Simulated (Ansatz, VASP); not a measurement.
Cs in VASP and in Ansatz

```
CELL_PARAMETERS angstrom
0.00000 2.85658 2.85658
2.85658 0.00000 2.85658
2.85658 2.85658 0.00000
ATOMIC_POSITIONS crystal
Cs 0.00000 0.00000 0.00000
```

Change from the starting cell: volume scaled by 0.4, norm-conserving files.

Alike in both runs: task single point; functional PBE; k mesh 10 × 10 × 10; occupations fermi-dirac, width 0.05 eV; no spin polarisation.

|  | VASP | Ansatz |
| --- | --- | --- |
| version | VASP 6.6.1 | Ansatz 0.2.0 |
| potentials or method | VASP PAW PBE potentials, release 64 (Cs_sv) | norm-conserving pseudopotentials, scalar-relativistic |
| plane-wave cutoff (eV) | 520 | 680 |
| valence electrons in the cell | 9 | 9 |

```tsv
	VASP	Ansatz	Ansatz less VASP
pressure (GPa)	6.0	5.9	-0.04
```

With one functional, cell and mesh, what is left measures potentials, basis and numerics.

Spin-orbit coupling is off throughout.
